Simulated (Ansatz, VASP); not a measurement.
**Mg3Zr: VASP beside Ansatz**

File INCAR:

```
PREC = Accurate ; ENCUT = 520
EDIFF = 1E-6 ; ISMEAR = -1
SIGMA = 0.1 ; LREAL = F
LASPH = T ; NELM = 60
ALGO = Normal ; ISIF = 2
LWAVE = F ; LCHARG = F
GGA = CA ; NBANDS = 17
```

File KPOINTS:

```
regular mesh
0
Gamma
  5 5 5
```

POSCAR

```
Mg3Zr
1.0
    4.4422052300      0.0000000000      0.0000000000
    0.0000000000      4.4422052300      0.0000000000
    0.0000000000      0.0000000000      4.4422052300
Mg Zr
3 1
Direct
    0.5000000000      0.5000000000      0.0000000000
    0.5000000000      0.0000000000      0.5000000000
    0.0000000000      0.5000000000      0.5000000000
    0.0000000000      0.0000000000      0.0000000000
```

Input for Ansatz:

```yaml
crystal:
  lattice:
    - [4.44220523, 0.0, 0.0]
    - [0.0, 4.44220523, 0.0]
    - [0.0, 0.0, 4.44220523]
  atoms:
    - { symbol: Mg, position: [0.5, 0.5, 0.0] }
    - { symbol: Mg, position: [0.5, 0.0, 0.5] }
    - { symbol: Mg, position: [0.0, 0.5, 0.5] }
    - { symbol: Zr, position: [0.0, 0.0, 0.0] }
kpoints:
  mp_grid:
    grid: [5, 5, 5]
hamiltonian:
  xc: lda
  pseudopotentials:
    kind: paw
scf:
  convergence:
    dr2_threshold: 1.0e-07
  occupations:
    method: fermi_dirac
    width: 0.1
output:
  forces: true
  stress: true
  eigenvalues: true
```

Alike in both runs: task single point; functional LDA; k mesh 5 × 5 × 5; occupations fermi-dirac, width 0.1 eV; no spin polarisation.

|  | VASP | Ansatz |
| --- | --- | --- |
| version | VASP 6.6.1 | Ansatz 0.2.0 |
| potentials or method | VASP PAW LDA potentials, release 64 (Mg, Zr_sv) | plane waves, PAW |
| plane-wave cutoff (eV) | 520 | 420 |
| valence electrons in the cell | 18 | 42 |

Ansatz gave:

- gap on the k mesh at the Fermi level (eV): none
- pressure (GPa): -2.8

What did VASP give for the same quantities?

gap on the k mesh at the Fermi level (eV): none; pressure (GPa): -3.1.

LDA's correlation is that of Perdew and Zunger in VASP and of Perdew and Wang (1992) in Ansatz. A gap of «none» marks a metal or a gap that the smearing closes. VASP's potentials hold 18 valence electrons a cell and Ansatz's 42, so a difference there can come from the potentials and not from the codes. Ansatz's warnings: stress scf threshold loose.
